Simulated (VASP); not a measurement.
A run of VASP 6.6.1:

File POSCAR:

```
Pb
1.0
    4.2893122621      0.0000000000      0.0000000000
   -2.1446561311      3.7146533838      0.0000000000
    0.0000000000      0.0000000000      2.6522274270
Pb
3
Direct
    0.0000000000      0.0000000000      0.0000000000
    0.3333333333      0.6666666667      0.5000000000
    0.6666666667      0.3333333333      0.5000000000
```

File INCAR.step1:

```
PREC     = Accurate       # precision mode
ENCUT    = 600            # plane-wave cutoff, eV
ISMEAR   = 0              # smearing method
SIGMA    = 0.1            # smearing width, eV
LREAL    = F              # projectors in reciprocal space
LASPH    = T              # aspherical terms in the spheres
NELM     = 60             # most SCF steps
GGA      = PE             # functional
ALGO     = Normal         # electronic algorithm
EDIFF    = 1E-4           # SCF threshold, eV
LWAVE    = T              # write WAVECAR
LCHARG   = F              # write CHGCAR
```

Contents of INCAR.step2:

```
PREC     = Accurate       # precision mode
ENCUT    = 600            # plane-wave cutoff, eV
EDIFF    = 1E-6           # SCF threshold, eV
ISMEAR   = 0              # smearing method
SIGMA    = 0.1            # smearing width, eV
LREAL    = F              # projectors in reciprocal space
LASPH    = T              # aspherical terms in the spheres
NELM     = 60             # most SCF steps
ALGO     = Normal         # electronic algorithm
ISIF     = 3              # what is computed and relaxed
LWAVE    = F              # write WAVECAR
LCHARG   = F              # write CHGCAR
METAGGA  = R2SCAN         # meta-GGA
LMIXTAU  = T            
IBRION   = 2              # ionic algorithm
NSW      = 80             # ionic steps
EDIFFG   = -0.05          # ionic threshold
ISTART   = 1
```

Contents of KPOINTS:

```
Automatic mesh
0
Gamma
  6 6 8
```

Potentials or basis: VASP PAW PBE potentials, release 64 (Pb_d).

The run is started by

```bash
$ cat potpaw_PBE.64/Pb_d/POTCAR > POTCAR
$ cp INCAR.step1 INCAR
$ mpirun -np 1 vasp_std > vasp.out
$ cp INCAR.step2 INCAR
$ mpirun -np 1 vasp_std > vasp.out
```

Hardware: 1 thread of Intel Xeon 8259CL (shared host).

Question: How long does it take, and how much memory?

Answer: Wall time 39 min on 1 thread of Intel Xeon 8259CL, on a shared host, peak memory 0.21 GiB. Counts: k points 35, ion steps 8.
